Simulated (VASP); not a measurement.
## TiSi2: relaxation of cell and atoms with PBE

TiSi2:

```
Ti Si
1.0
     4.37464    0.00000    0.00000
    -2.18732    3.78855    0.00000
     0.00000    0.00000    2.56101
Ti Si
1 2
Direct
  0.00000 0.00000 0.00000
  0.33333 0.66667 0.50000
  0.66667 0.33333 0.50000
```

```
Program                : VASP 6.6.1
Task                   : relaxation of cell and atoms
Functional             : PBE
Potentials or basis    : VASP PAW PBE potentials, release 64 (Ti_sv, Si)
Cutoff                 : 600 eV
k mesh                 : 7 × 7 × 10
Occupations            : fermi-dirac, width 0.05 eV
Spin                   : no spin polarisation
Dipole correction      : no
Further INCAR settings : ALGO = Normal; EDIFF = 1e-07; IBRION = 2; EDIFFG = -0.01; NSW = 60; ISIF = 3
```

| Quantity | Value |
| --- | --- |
| Relaxed volume | 14.13 Å³/atom |
| Relaxed cell | a = 4.382 Å, b = 4.382 Å, c = 2.549 Å, α = 90.00°, β = 90.00°, γ = 120.00° |
| Space group after relaxing (to 0.05 Å) | P6/mmm (No. 191) |
| Energy gained by relaxing | 0.2 meV/atom |
| Ionic steps | 4 |
| Pressure after relaxing | 0.0 GPa |
| Band gap on the k mesh | zero (band 10 reaches 11.32 eV, above the bottom of band 11 at 8.66 eV) |

The path:
```csv
step,energy change (eV),largest force (eV/Å),pressure (GPa),volume (Å³)
1,0.0000,0.0003,-0.24,42.45
2,-0.0004,0.0001,0.23,42.31
3,-0.0004,0.0001,0.24,42.31
4,-0.0005,0.0000,0.01,42.39
```

Final structure:
```xyz
3
Lattice="4.3820 0.0000 0.0000 -2.1910 3.7949 0.0000 0.0000 0.0000 2.5494" Properties=species:S:1:pos:R:3 pbc="T T T"
Ti    4.3820    0.0000    0.0000
Si    0.0000    2.5299    1.2747
Si    2.1910    1.2650    1.2747
```

Levels at points of the mesh, in eV from the Fermi level:
| k point | band 8 | band 9 | band 10 | band 11 | band 12 | band 13 |
| --- | --- | --- | --- | --- | --- | --- |
| (0.00, 0.00, 0.00) | -5.16 | -1.66 | -1.00 | -1.00 | 2.91 | 2.91 |
| (0.00, 0.00, 0.50) | -2.29 | -0.89 | -0.81 | -0.81 | -0.27 | -0.27 |

Run time: 3.4 min on 1 thread of Intel Xeon 8259CL (shared host), peak memory 0.22 GiB.
